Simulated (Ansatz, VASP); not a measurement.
Two plane-wave programs on MgO

```
Mg O
1.0
     2.95248    0.00000    0.00000
    -1.47624    2.55693    0.00000
     0.00000    0.00000   17.68228
Mg O
7 7
Direct
  0.00000 0.00000 0.99757
  0.33333 0.66667 0.13983
  0.00000 0.00000 0.28633
  0.33333 0.66667 0.42857
  0.66667 0.33333 0.57081
  0.33333 0.66667 0.71731
  0.66667 0.33333 0.85957
  0.66667 0.33333 0.06639
  0.66667 0.33333 0.21308
  0.66667 0.33333 0.35976
  0.00000 0.00000 0.49738
  0.00000 0.00000 0.64406
  0.00000 0.00000 0.79075
  0.33333 0.66667 0.92857
```

Alike in both runs: functional PBEsol; k mesh 12 × 12 × 2; occupations gaussian, width 0.02 eV; no spin polarisation.

Ansatz relaxed the structure, and its values are those at the end. VASP's run is a single point on that final structure, the one shown.

|  | VASP | Ansatz |
| --- | --- | --- |
| version | VASP 6.6.1 | Ansatz 0.2.0 |
| potentials or method | VASP PAW PBE potentials, release 64 (Mg, O), cutoff 520 eV | scalar-relativistic, plane waves, PAW |
| valence electrons in the cell | 56 | 112 |

VASP gave:

| Property | Result |
| --- | --- |
| gap on the k mesh at the Fermi level (eV) | 3.63 |
| least direct gap on the mesh (eV) | 3.66 |
| pressure (GPa) | -0.5 |

Which values does Ansatz return?

gap on the k mesh at the Fermi level (eV): 3.63; least direct gap on the mesh (eV): 3.66; pressure (GPa): 0.0.

VASP's potentials were made for PBE, not for PBEsol. VASP's potentials hold 56 valence electrons a cell and Ansatz's 112, so a difference there can come from the potentials and not from the codes.
